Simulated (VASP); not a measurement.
# Sn2SeS3 (P-3m1) in VASP: notebook

Sn2SeS3 is run at these levels: PBE; tasks: single point.

Program: VASP 6.6.1. These are calculated values, not measurements. Logs are shortened: lines on timing, memory, paths and dates and some standing lists are left out, and cuts for length are marked.

## (1) The cell of the first run

It takes space group P-3m1 (No. 164, trigonal). Conventional cell: a = 4.481 Å, b = 4.481 Å, c = 7.508 Å, α = 90.00°, β = 90.00°, γ = 120.00°. Sn (site symmetry 3m) has 7 S at 2.61 to 2.99 Å and 3 Se at 3.43 Å within 3.5 Å. Se (site symmetry -3m) has 6 Sn at 3.43 Å and 8 S at 3.67 to 3.75 Å and 6 Se at 4.48 Å within 4.5 Å. S (site symmetry 3m) has 4 Sn at 2.61 to 2.66 Å and 6 S at 2.83 to 3.47 Å within 3.5 Å. S (site symmetry -3m) has 6 S at 2.83 Å and 6 Sn at 2.99 Å and 2 Se at 3.75 Å within 3.8 Å.

The cell was generated, and may not be a known phase.

## (2) Single point, PBE

INCAR

```
SYSTEM = Sn2SeS3
PREC     = Accurate       ! precision mode
ENCUT    = 520            ! plane-wave cutoff, eV
EDIFF    = 1E-6           ! SCF threshold, eV
ISMEAR   = 0              ! smearing method
SIGMA    = 0.1            ! smearing width, eV
LREAL    = .False.        ! projectors in reciprocal space
LASPH    = .True.         ! aspherical terms in the spheres
NELM     = 60             ! most SCF steps
ALGO     = Normal         ! electronic algorithm
ISIF     = 2              ! what is computed and relaxed
LWAVE    = .False.        ! write WAVECAR
LCHARG   = .True.         ! write CHGCAR
GGA      = PE             ! functional
LELF     = .True.         ! ELF
LVHAR    = .True.       
NBANDS   = 35             ! bands
```

KPOINTS

```
Automatic mesh
0
Gamma
  6 6 2
  0 0 0
```

POSCAR

```
Sn2SeS3
1.0
    4.4813351200      0.0000000000      0.0000000000
   -2.2406675600      3.8809500500      0.0000000000
    0.0000000000      0.0000000000      7.5082128900
Sn Se S
2 1 3
Direct
    0.6666666700      0.3333333300      0.7006975400
    0.3333333300      0.6666666700      0.2993024600
    0.0000000000      0.0000000000      0.0000000000
    0.6666666700      0.3333333300      0.3462188200
    0.3333333300      0.6666666700      0.6537811800
    0.0000000000      0.0000000000      0.5000000000
```

Potentials or basis: VASP PAW PBE potentials, release 64 (Sn_d, Se, S).

On the command line:

```bash
> cat potpaw_PBE.64/Sn_d/POTCAR potpaw_PBE.64/Se/POTCAR potpaw_PBE.64/S/POTCAR > POTCAR
> mpirun -np 1 vasp_std > vasp.out
```

OUTCAR:

```text
SYSTEM = Sn2SeS3
   PREC = Accurate
   ENCUT = 520
   EDIFF = 1E-6
   ISMEAR = 0
   LREAL = .False.
   LASPH = .True.
   NELM = 60
   ISIF = 2
   GGA = PE

 ion  position               nearest neighbor table
   1  0.667  0.333  0.701-   5 2.61   5 2.61   5 2.61   4 2.66   6 2.99   6 2.99   6 2.99
   2  0.333  0.667  0.299-   4 2.61   4 2.61   4 2.61   5 2.66   6 2.99   6 2.99   6 2.99
   3  0.000  0.000  0.000-
   4  0.667  0.333  0.346-   2 2.61   2 2.61   2 2.61   1 2.66
   5  0.333  0.667  0.654-   1 2.61   1 2.61   1 2.61   2 2.66
   6  0.000  0.000  0.500-   1 2.99   2 2.99   2 2.99   1 2.99   1 2.99   2 2.99

  LATTYP: Found a hexagonal cell.
 ALAT       =     4.4813351200
 C/A-ratio  =     1.6754410659

  Lattice vectors:

 A1 = (   4.4813351200,   0.0000000000,   0.0000000000)
 A2 = (  -2.2406675600,   3.8809500500,   0.0000000000)
 A3 = (   0.0000000000,   0.0000000000,   7.5082128900)

Analysis of symmetry for initial positions (statically):
=====================================================================
 Subroutine PRICEL returns:
 Original cell was already a primitive cell.

 Routine SETGRP: Setting up the symmetry group for a
 hexagonal supercell.

 Subroutine GETGRP returns: Found 12 space group operations
 (whereof 12 operations were pure point group operations)
 out of a pool of 24 trial point group operations.

The static configuration has the point symmetry D_3d.

Analysis of symmetry for dynamics (positions and initial velocities):
=====================================================================
 Subroutine PRICEL returns:
 Original cell was already a primitive cell.

 Routine SETGRP: Setting up the symmetry group for a
 hexagonal supercell.

 Subroutine GETGRP returns: Found 12 space group operations
 (whereof 12 operations were pure point group operations)
 out of a pool of 24 trial point group operations.

The dynamic configuration has the point symmetry D_3d.

 Subroutine INISYM returns: Found 12 space group operations
 (whereof 12 operations are pure point group operations),
 and found     1 'primitive' translations

----------------------------------------------------------------------------------------

                                     Primitive cell

  volume of cell :     130.5816

  direct lattice vectors                    reciprocal lattice vectors
     4.481335120  0.000000000  0.000000000     0.223147784  0.128834433  0.000000000
    -2.240667560  3.880950050  0.000000000     0.000000000  0.257668866  0.000000000
     0.000000000  0.000000000  7.508212890     0.000000000  0.000000000  0.133187486

  length of vectors
     4.481335120  4.481335114  7.508212890     0.257668866  0.257668866  0.133187486

  position of ions in fractional coordinates (direct lattice)
     0.666666670  0.333333330  0.700697540
     0.333333330  0.666666670  0.299302460
     0.000000000  0.000000000  0.000000000
     0.666666670  0.333333330  0.346218820
     0.333333330  0.666666670  0.653781180
     0.000000000  0.000000000  0.500000000

  ion indices of the primitive-cell ions
   primitive index   ion index
                 1           1
                 2           2
                 3           3
                 4           4
                 5           5
                 6           6

----------------------------------------------------------------------------------------

 KPOINTS: Automatic mesh

Automatic generation of k-mesh.
 Grid dimensions read from file:
 generate k-points for:    6    6    2

 Generating k-lattice:

  Cartesian coordinates                     Fractional coordinates (reciprocal lattice)
     0.037191297  0.021472406  0.000000000     0.166666667 -0.000000000  0.000000000
     0.000000000  0.042944811  0.000000000     0.000000000  0.166666667  0.000000000
     0.000000000  0.000000000  0.066593743     0.000000000  0.000000000  0.500000000

  Length of vectors
     0.042944811  0.042944811  0.066593743

  Shift w.r.t. Gamma in fractional coordinates (k-lattice)
     0.000000000  0.000000000  0.000000000

 Subroutine IBZKPT returns following result:
 ===========================================

 Found     14 irreducible k-points:

 Following reciprocal coordinates:
            Coordinates               Weight
  0.000000  0.000000  0.000000      1.000000
  0.166667  0.000000  0.000000      6.000000
  0.333333  0.000000  0.000000      6.000000
  0.500000 -0.000000  0.000000      3.000000
  0.166667  0.166667  0.000000      6.000000
  0.333333  0.166667  0.000000     12.000000
  0.333333  0.333333  0.000000      2.000000
  0.000000  0.000000  0.500000      1.000000
  0.166667  0.000000  0.500000      6.000000
  0.333333  0.000000  0.500000      6.000000
  0.500000 -0.000000  0.500000      3.000000
  0.166667  0.166667  0.500000      6.000000
  0.333333  0.166667  0.500000     12.000000
  0.333333  0.333333  0.500000      2.000000
   k-points           NKPTS =     14   k-points in BZ     NKDIM =     14   number of bands    NBANDS=     35
   number of dos      NEDOS =    301   number of ions     NIONS =      6
   total plane-waves  NPLWV =  72576
   dimension x,y,z NGX =    36 NGY =   36 NGZ =   56
   dimension x,y,z NGXF=    72 NGYF=   72 NGZF=  112
   ions per type =               2   1   3
   NGX,Y,Z   is equivalent  to a cutoff of  13.36, 13.36, 12.40 a.u.
   NGXF,Y,Z  is equivalent  to a cutoff of  26.71, 26.71, 24.80 a.u.
 SYSTEM =  Sn2SeS3
   PREC   = accura    normal or accurate (medium, high low for compatibility)
   ISTART =      0    job   : 0-new  1-cont  2-samecut
   ICHARG =      2    charge: 1-file 2-atom 10-const
   ISPIN  =      1    spin polarized calculation?
   LNONCOLLINEAR =      F non collinear calculations
   LSORBIT =      F    spin-orbit coupling
   LASPH  =      T    aspherical Exc in radial PAW
   ENCUT  =  520.0 eV  38.22 Ry    6.18 a.u.   8.33  8.33 13.96*2*pi/ulx,y,z
   NELM   =     60;   NELMIN=  2; NELMDL= -5     # of ELM steps
   EDIFF  = 0.1E-05   stopping-criterion for ELM
   LREAL  =      F    real-space projection
   EDIFFG = 0.1E-04   stopping-criterion for IOM
   NSW    =      0    number of steps for IOM
   IBRION =     -1    ionic relax: 0-MD 1-quasi-New 2-CG
   NFREE  =      0    steps in history (QN), initial steepest desc. (CG)
   ISIF   =      2    stress and relaxation
   ISYM   =      2    0-nonsym 1-usesym 2-fastsym
   POTIM  = 0.5000    time-step for ionic-motion
   TEBEG  =    0.0;   TEEND  =   0.0 temperature during run
   PSTRESS=    0.0 pullay stress
   NELECT =      52.0000    total number of electrons
   NUPDOWN=      -1.0000    fix difference up-down
   EMIN   =  10.00;   EMAX   =-10.00  energy-range for DOS
   EFERMI =   0.00;   METHOD = LEGACY
   ISMEAR =     0;   SIGMA  =   0.10  broadening in eV -4-tet -1-fermi 0-gaus
   EFERMI_NEDOS =   21; number of points for ismear=-14 and -15
   IALGO  =     38    algorithm
   IMIX   =      4    mixing-type and parameters
     AMIX     =   0.40;   BMIX     =  1.00
     AMIX_MAG =   1.60;   BMIX_MAG =  1.00
  volume/ion in A,a.u.               =      21.76       146.87
  Fermi-wavevector in a.u.,A,eV,Ry     =   1.204431  2.276045 19.737347  1.450654
  Thomas-Fermi vector in A             =   2.340156
   LORBIT       =      0    0 simple, 1 ext, 2 COOP (PROOUT), +10 PAW based schemes
   GGA     = PE    functional components
   LHFCALC =     F    Hartree Fock is set to
   AEXX    =    0.0000 exact exchange contribution
   IVDW    =     0    specifies the selected vdW correction
   LEPSILON=     F    determine dielectric tensor
   LRPA    =     F    only Hartree local field effects (RPA)
 non-spin polarized calculation
 Gauss-broadening in eV      SIGMA  =   0.10
  energy-cutoff  :      520.00
  volume of cell :      130.58
 maximum number of plane-waves:      3544
 NGX is ok and might be reduce to    36
   NGX = 17   NGY = 17   NGZ = 27

 number of electron      52.0000003 magnetization

 Free energy of the ion-electron system (eV)
  ---------------------------------------------------
  ext. energy  EPLUGINS =         0.00000000
  ---------------------------------------------------
  free energy    TOTEN  =       -21.76580909 eV

  energy without entropy =      -21.74205202  energy(sigma->0) =      -21.75393056

 E-fermi :   6.0804     XC(G=0): -10.1324

 val. band max:        6.0547169444   @ k =   0.1667   0.0000   0.0000
 cond. band min:       6.0900214601   @ k =   0.5000  -0.0000   0.0000
 fundamental gap:      0.0353045157
 Fermi energy:         6.0803538909

 k-point     1 :       0.0000    0.0000    0.0000
  band No.  band energies     occupation
      1     -15.5272      2.00000
      2     -15.4914      2.00000
      3     -15.4914      2.00000
      4     -15.4904      2.00000
      5     -15.4849      2.00000
      6     -15.4849      2.00000
[... 27 lines left out ...]
     34      11.5845      0.00000
     35      12.0025      0.00000

 k-point     2 :       0.1667    0.0000    0.0000
  band No.  band energies     occupation
      1     -15.5279      2.00000
      2     -15.4908      2.00000
      3     -15.4887      2.00000
      4     -15.4880      2.00000
      5     -15.4853      2.00000
      6     -15.4806      2.00000
[... 27 lines left out ...]
     34      11.1047      0.00000
     35      12.3681      0.00000

 k-point     3 :       0.3333    0.0000    0.0000
  band No.  band energies     occupation
      1     -15.5283      2.00000
      2     -15.4982      2.00000
      3     -15.4853      2.00000
      4     -15.4838      2.00000
      5     -15.4773      2.00000
      6     -15.4717      2.00000
[... 27 lines left out ...]
     34      11.7206      0.00000
     35      12.4791      0.00000
[... 343 lines left out ...]
 k-point    13 :       0.3333    0.1667    0.5000
  band No.  band energies     occupation
      1     -15.5243      2.00000
      2     -15.5041      2.00000
      3     -15.4832      2.00000
      4     -15.4809      2.00000
      5     -15.4761      2.00000
      6     -15.4707      2.00000
[... 27 lines left out ...]
     34      12.3309      0.00000
     35      13.0347      0.00000

 k-point    14 :       0.3333    0.3333    0.5000
  band No.  band energies     occupation
      1     -15.5140      2.00000
      2     -15.5140      2.00000
      3     -15.4828      2.00000
      4     -15.4752      2.00000
      5     -15.4752      2.00000
      6     -15.4745      2.00000
[... 27 lines left out ...]
     34      12.2603      0.00000
     35      14.0787      0.00000

------------------------ aborting loop because EDIFF is reached ----------------------------------------

  FORCE on cell =-STRESS in cart. coord.  units (eV):
  Direction    XX          YY          ZZ          XY          YZ          ZX
  --------------------------------------------------------------------------------------
  -------------------------------------------------------------------------------------
  Total        5.2204424      5.2204423      1.6147550     -0.0000000      0.0000000      0.0000000
  in kB       64.0524629     64.0524627     19.8123127     -0.0000000      0.0000000      0.0000000
  external PRESSURE =      49.3057461 kB  Pullay stress =       0.0000000 kB

 VOLUME and BASIS-vectors are now :
 -----------------------------------------------------------------------------
  energy-cutoff  :      520.00
  volume of cell :      130.58
      direct lattice vectors                 reciprocal lattice vectors
     4.481335120  0.000000000  0.000000000     0.223147784  0.128834433  0.000000000
    -2.240667560  3.880950050  0.000000000     0.000000000  0.257668866  0.000000000
     0.000000000  0.000000000  7.508212890     0.000000000  0.000000000  0.133187486

 POSITION                                       TOTAL-FORCE (eV/Angst)
 -----------------------------------------------------------------------------------
      2.24067      1.29365      5.26099        -0.000000      0.000000      1.823539
     -0.00000      2.58730      2.24723         0.000000      0.000000     -1.823539
      0.00000      0.00000      0.00000         0.000000      0.000000      0.000000
      2.24067      1.29365      2.59948        -0.000000      0.000000     -0.311563
     -0.00000      2.58730      4.90873        -0.000000     -0.000000      0.311563
      0.00000      0.00000      3.75411         0.000000      0.000000      0.000000
 -----------------------------------------------------------------------------------
    total drift:                               -0.000000      0.000000      0.000000

  FREE ENERGIE OF THE ION-ELECTRON SYSTEM (eV)
  ---------------------------------------------------
  free  energy   TOTEN  =       -21.7658090916 eV

  energy  without entropy=      -21.7420520246  energy(sigma->0) =      -21.75393056
```

It took 85 s on 1 thread of Intel Xeon 8259CL, shared host; peak memory 0.28 GiB.

Results:

```yaml
Free_energy: -21.7658 eV
Pressure: 4.9 GPa
Largest_force: 1.824 eV/Å
Band_gap_on_the_k_mesh: zero (bands 26 and 27 overlap by 0.24 eV)
```

Forces on the atoms (eV/Å):
```
Sn   0.000  0.000  1.824
Sn   0.000  0.000 -1.824
Se   0.000  0.000  0.000
S    0.000  0.000 -0.312
S    0.000  0.000  0.312
S    0.000  0.000  0.000
```

Stress tensor (GPa, compression positive):
```
6.41 0.00 0.00
0.00 6.41 0.00
0.00 0.00 1.98
```

Levels at points of the mesh, in eV from the Fermi level:
| k point | band 22 | band 23 | band 24 | band 25 | band 26 | band 27 | band 28 | band 29 | band 30 | band 31 |
| --- | --- | --- | --- | --- | --- | --- | --- | --- | --- | --- |
| (0.00, 0.00, 0.00) | -2.29 | -2.29 | -2.14 | -0.95 | -0.19 | -0.19 | 0.29 | 2.00 | 2.00 | 4.10 |
| (0.50, 0.00, 0.00) | -0.90 | -0.87 | -0.59 | -0.36 | 0.01 | 0.23 | 1.39 | 2.24 | 3.63 | 4.75 |
| (0.00, 0.00, 0.50) | -2.31 | -2.31 | -2.20 | -0.42 | -0.42 | 0.27 | 0.55 | 2.07 | 2.74 | 2.74 |
| (0.50, 0.00, 0.50) | -2.04 | -0.66 | -0.46 | -0.31 | -0.22 | 0.17 | 0.92 | 3.42 | 3.87 | 4.03 |

Caveat: the k points lie up to 0.42 Å⁻¹ apart; semilocal functionals underestimate gaps, and a narrow one can read as zero; spin-orbit coupling is left out, which moves the levels of the heavy elements; forces of over 1 eV/Å act on the atoms, so gaps and moduli don't describe the material at rest.

## (3) Single point, PBE

This run uses another cell than the first one, of 22.40 Å³/atom.

INCAR

```
PREC = Accurate
ENCUT = 520
EDIFF = 1E-6
ISMEAR = 0
SIGMA = 0.1
LREAL = False
LASPH = True
NELM = 60
ALGO = Normal
ISIF = 2
LWAVE = False
LCHARG = True
GGA = PE
LELF = True
LVHAR = True
NBANDS = 35
```

KPOINTS

```
Automatic mesh
0
Gamma
  6 6 2
```

POSCAR

```
Sn2SeS3
1.0
    4.1667593834      0.0000000000      0.0000000000
   -2.0833796917      3.6085194775      0.0000000000
    0.0000000000      0.0000000000      8.9374997500
Sn Se S
2 1 3
Direct
    0.6666666667      0.3333333333      0.7983305668
    0.3333333333      0.6666666667      0.2016694332
    0.0000000000      0.0000000000      0.0000000000
    0.6666666667      0.3333333333      0.3431678370
    0.3333333333      0.6666666667      0.6568321630
    0.0000000000      0.0000000000      0.5000000000
```

Potentials or basis: VASP PAW PBE potentials, release 64 (Sn_d, Se, S).

On the command line:

```bash
> cat potpaw_PBE.64/Sn_d/POTCAR potpaw_PBE.64/Se/POTCAR potpaw_PBE.64/S/POTCAR > POTCAR
> mpirun -np 1 vasp_std > vasp.out
```

It took 2 min on 1 thread of Intel Xeon 8259CL, shared host; peak memory 0.28 GiB.

The run converged. Its results:

| Property | Result |
| --- | --- |
| Free energy | -23.5346 eV |
| Pressure | 0.0 GPa |
| Largest force | 0.031 eV/Å |
| Band gap on the k mesh | zero (bands 26 and 27 overlap by 1.29 eV) |

Forces in eV/Å, atoms in the order of the input:
```
Sn   0.000  0.000 -0.031
Sn   0.000  0.000  0.031
Se   0.000  0.000  0.000
S    0.000  0.000  0.023
S    0.000  0.000 -0.023
S    0.000  0.000  0.000
```

Stress tensor (GPa, compression positive):
```
-0.13  0.00  0.00
 0.00 -0.13  0.00
 0.00  0.00  0.16
```

Levels at points of the mesh, in eV from the Fermi level:
```csv
k point,band 24,band 25,band 26,band 27,band 28,band 29
"(0.00, 0.00, 0.00)",-1.53,-1.35,-1.02,-1.02,0.71,0.93
"(0.50, 0.00, 0.00)",-2.03,-1.80,0.09,0.60,1.88,1.97
"(0.00, 0.00, 0.50)",-1.95,-1.18,-1.18,-0.33,-0.30,1.75
"(0.50, 0.00, 0.50)",-1.78,-0.55,-0.46,0.42,0.51,2.88
```

Caveat: spin-orbit coupling is left out, which moves the levels of the heavy elements.

The gap in the log of VASP goes by the Fermi energy; the results here count the filled bands.